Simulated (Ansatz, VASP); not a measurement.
## InP: VASP beside Ansatz

```xyz
2
Lattice="0.0000 2.7724 2.7724 2.7724 0.0000 2.7724 2.7724 2.7724 0.0000" Properties=species:S:1:pos:R:3 pbc="T T T"
In    0.0000    0.0000    0.0000
P     2.7724    2.7724    2.7724
```

Alike in both runs: functional PBE; k mesh 6 × 6 × 6; occupations gaussian, width 0.1 eV; no spin polarisation.

Ansatz relaxed the structure, and its values are those at the end. VASP's run is a single point on that final structure, the one shown.

```csv
,VASP,Ansatz
version,VASP 6.6.1,Ansatz 0.2.0
potentials or method,"VASP PAW PBE potentials, release 64 (In_d, P), cutoff 500 eV","scalar-relativistic, plane waves, PAW"
valence electrons in the cell,18,18
```

Ansatz gave:

- gap on the k mesh at the Fermi level (eV): none
- pressure (GPa): 0.0

**Question.** Which values does VASP return?

**Answer.** gap on the k mesh at the Fermi level (eV): none; pressure (GPa): -0.1.

A gap of «none» marks a metal or a gap that the smearing closes.
